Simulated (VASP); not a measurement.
Input of a VASP 6.6.1 run:

Contents of INCAR:

```
SYSTEM = ScAl3
PREC = Accurate
ENCUT = 520
EDIFF = 1E-7
ISMEAR = 0
SIGMA = 0.15
LREAL = .False.
LASPH = .True.
NELM = 80
ALGO = Fast
ISIF = 2
LWAVE = .False.
LCHARG = .True.
GGA = PS
LELF = .True.
LVHAR = .True.
NBANDS = 18
```

File KPOINTS:

```
Automatic mesh
0
Gamma
  16 16 16
  0 0 0
```

Contents of POSCAR:

```
ScAl3
1.0
   -2.0655897504      2.0655897504      4.3698183015
    2.0655897504     -2.0655897504      4.3698183015
    2.0655897504      2.0655897504     -4.3698183015
Sc Al
1 3
Direct
    0.0000000000      0.0000000000      0.0000000000
    0.7500000000      0.2500000000      0.5000000000
    0.2500000000      0.7500000000      0.5000000000
    0.5000000000      0.5000000000      0.0000000000
```

Potentials or basis: VASP PAW PBE potentials, release 64 (Sc_sv, Al).

Command:

```console
$ cat potpaw_PBE.64/Sc_sv/POTCAR potpaw_PBE.64/Al/POTCAR > POTCAR
$ mpirun -np 1 vasp_std > vasp.out
```

(1) Predict the band gap on the k mesh.

(2) Estimate the pressure.

Answers

(1) zero (bands 10 and 11 overlap by 1.85 eV).

(2) -5.2 GPa.

Caveat: the cell differs from its parent crystal (strain +0.0350 x Voigt [1, 1, 0, 0, 0, 0]); the cell stands under tension; the PAW data sets were made with another functional, which shifts forces and pressure a little.
